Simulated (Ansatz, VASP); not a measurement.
# Two plane-wave programs on AlN

Contents of POSCAR:

```
AlN
1.0
    0.0000000000      2.1984575146      2.1984575146
    2.1984575146      0.0000000000      2.1984575146
    2.1984575146      2.1984575146      0.0000000000
Al N
1 1
Direct
    0.0000000000      0.0000000000      0.0000000000
    0.2500000000      0.2500000000      0.2500000000
```

File INCAR.step1:

```
SYSTEM = AlN
PREC = Accurate
ENCUT = 520
ISMEAR = -1
SIGMA = 0.05
LREAL = .False.
LASPH = .True.
NELM = 100
NBANDS = 11
GGA = PE
ALGO = Normal
EDIFF = 1E-4
LWAVE = .True.
LCHARG = .False.
```

File INCAR.step2:

```
SYSTEM = AlN
PREC = Accurate
ENCUT = 520
EDIFF = 1E-6
ISMEAR = -1
SIGMA = 0.05
LREAL = .False.
LASPH = .True.
NELM = 100
ALGO = Normal
ISIF = 2
LWAVE = .False.
LCHARG = .True.
METAGGA = R2SCAN
LMIXTAU = .True.
IVDW = 12
VDW_S6 = 1.0
VDW_S8 = 0.78981345
VDW_A1 = 0.49484001
VDW_A2 = 5.73083694
LELF = .True.
LVHAR = .True.
NBANDS = 11
ISTART = 1
```

KPOINTS

```
Automatic mesh
0
Gamma
  10 10 10
  0 0 0
```

The input input.yaml:

```yaml
crystal:
  lattice:
    - [0.0, 2.1984575146, 2.1984575146]
    - [2.1984575146, 0.0, 2.1984575146]
    - [2.1984575146, 2.1984575146, 0.0]
  atoms:
    - { symbol: Al, position: [0.0, 0.0, 0.0] }
    - { symbol: "N", position: [0.25, 0.25, 0.25] }
hamiltonian:
  xc: r2scan
  pseudopotentials: { kind: paw }
  dispersion: d3bj
kpoints:
  mp_grid: { grid: [10, 10, 10] }
scf:
  occupations: { method: fermi_dirac, width: 0.05 }
output:
  forces: true
  stress: true
  eigenvalues: true
```

Alike in both runs: task single point; functional r2SCAN; dispersion D3(BJ); k mesh 10 × 10 × 10; occupations fermi-dirac, width 0.05 eV; no spin polarisation.

|  | VASP | Ansatz |
| --- | --- | --- |
| version | VASP 6.6.1 | Ansatz 0.2.0 |
| potentials or method | VASP PAW PBE potentials, release 64 (Al, N) | Ansatz PAW |
| plane-wave cutoff (eV) | 520 | 500 |
| valence electrons in the cell | 8 | 8 |

Ansatz gave:

```
gap on the k mesh at the Fermi level (eV) : 3.93
least direct gap on the mesh (eV)         : 4.67
pressure (GPa)                            : -5.7
```

Question: Estimate VASP's values.

Answer: gap on the k mesh at the Fermi level (eV): 3.92; least direct gap on the mesh (eV): 4.71; pressure (GPa): -6.1.

VASP's potentials were made for PBE, not for r2SCAN.
